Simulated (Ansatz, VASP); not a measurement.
## KTaO3 in VASP and in Ansatz

File INCAR:

```
PREC = Accurate
ENCUT = 520
EDIFF = 1E-6
ISMEAR = -1
SIGMA = 0.01
LREAL = F
LASPH = T
NELM = 60
ALGO = Normal
ISIF = 2
LWAVE = F
LCHARG = F
NBANDS = 27
```

Contents of KPOINTS:

```
Automatic mesh
0
Gamma
  5 5 5
```

The input POSCAR:

```
KTaO3
1.0
    4.0680660000      0.0000000000      0.0000000000
    0.0000000000      4.0680660000      0.0000000000
    0.0000000000      0.0000000000      3.9883000000
K Ta O
1 1 3
Direct
    0.5000000000      0.5000000000      0.5000000000
    0.0000000000      0.0000000000      0.0000000000
    0.5000000000      0.0000000000      0.0000000000
    0.0000000000      0.5000000000      0.0000000000
    0.0000000000      0.0000000000      0.5000000000
```

Input for Ansatz:

```yaml
crystal:
  lattice:
    - [4.068066, 0.0, 0.0]
    - [0.0, 4.068066, 0.0]
    - [0.0, 0.0, 3.9883]
  atoms:
    - { symbol: K, position: [0.5, 0.5, 0.5] }
    - { symbol: Ta, position: [0.0, 0.0, 0.0] }
    - { symbol: O, position: [0.5, 0.0, 0.0] }
    - { symbol: O, position: [0.0, 0.5, 0.0] }
    - { symbol: O, position: [0.0, 0.0, 0.5] }
kpoints:
  mp_grid: { grid: [5, 5, 5] }
  band_path:
    path:
      - [0.0, 0.0, 0.0]
      - [0.0, 0.5, 0.0]
      - [0.5, 0.5, 0.0]
      - [0.0, 0.0, 0.0]
      - [0.0, 0.0, 0.5]
      - [0.0, 0.5, 0.5]
      - [0.5, 0.5, 0.5]
      - [0.0, 0.0, 0.5]
      - [0.0, 0.5, 0.0]
    npoints: 5
scf:
  occupations: { method: fermi_dirac, width: 0.01 }
hamiltonian:
  xc: lda
  pseudopotentials: { kind: all_electron, lapw: { basis_error: 0.0005 } }
output:
  forces: true
  stress: true
  eigenvalues: true
```

Change from the starting cell: equal xx and yy strain of +2 %.

Alike in both runs: task single point; functional LDA; k mesh 5 × 5 × 5; occupations fermi-dirac, width 0.01 eV; no spin polarisation.

```csv
,VASP,Ansatz
version,VASP 6.6.1,Ansatz 0.2.0
potentials or method,"VASP PAW LDA potentials, release 64 (K_sv, Ta_pv, O), cutoff 520 eV","all-electron LAPW, scalar-relativistic"
```

```tsv
	VASP	Ansatz	Ansatz less VASP
gap on the k mesh at the Fermi level (eV)	2.02	2.08	+0.056
pressure (GPa)	-11.4	-12.3	-0.88
traceless stress, the component that is largest in VASP (GPa)	4.30	4.19	-0.103
```

LDA's correlation is that of Perdew and Zunger in VASP and of Perdew and Wang (1992) in Ansatz. Ansatz ran all-electron here, and VASP with PAW potentials.

Neither program's run includes spin-orbit coupling.
